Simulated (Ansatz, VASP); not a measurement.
**BP: VASP beside Ansatz**

```xyz
2
Lattice="0.0000 2.2601 2.2601 2.2601 0.0000 2.2601 2.2601 2.2601 0.0000" Properties=species:S:1:pos:R:3 pbc="T T T"
B     0.0000    0.0000    0.0000
P     3.3901    3.3901    3.3901
```

Alike in both runs: functional PBEsol; k mesh 16 × 16 × 16; occupations fermi-dirac, width 0.05 eV; no spin polarisation.

Ansatz relaxed the structure, and its values are those at the end. VASP's run is a single point on that final structure, the one shown.

```csv
,VASP,Ansatz
version,VASP 6.6.1,Ansatz 0.2.0
potentials or method,"VASP PAW PBE potentials, release 64 (B, P)","PAW with Ansatz's default frozen-core files, scalar-relativistic"
plane-wave cutoff (eV),500,420
valence electrons in the cell,8,8
```

```tsv
	VASP	Ansatz	Ansatz less VASP
pressure (GPa)	0.1	0.0	-0.11
```

VASP's potentials were made for PBE, not for PBEsol.
